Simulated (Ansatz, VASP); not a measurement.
One calculation of BeS, two programs

```
Be S
1.0
     3.42718    0.00000    0.00000
    -1.71359    2.96803    0.00000
     0.00000    0.00000    6.92180
Be S
2 2
Direct
  0.33333 0.66667 0.25000
  0.66667 0.33333 0.75000
  0.66667 0.33333 0.25000
  0.33333 0.66667 0.75000
```

Alike in both runs: task single point; functional r2SCAN; k mesh 9 × 9 × 4; no spin polarisation.

```csv
,VASP,Ansatz
version,VASP 6.6.1,Ansatz 0.2.0
potentials or method,"VASP PAW PBE potentials, release 64 (Be, S)","plane waves, PAW"
plane-wave cutoff (eV),520,500
occupations,"gaussian, width 0.01 eV",fixed
valence electrons in the cell,16,16
```

```csv
,VASP,Ansatz,Ansatz less VASP
gap on the k mesh at the Fermi level (eV),4.52,4.50,-0.021
pressure (GPa),2.3,2.4,+0.10
"traceless stress, the component that is largest in VASP (GPa)",-1.95,-2.01,-0.062
```

VASP's potentials were made for PBE, not for r2SCAN.
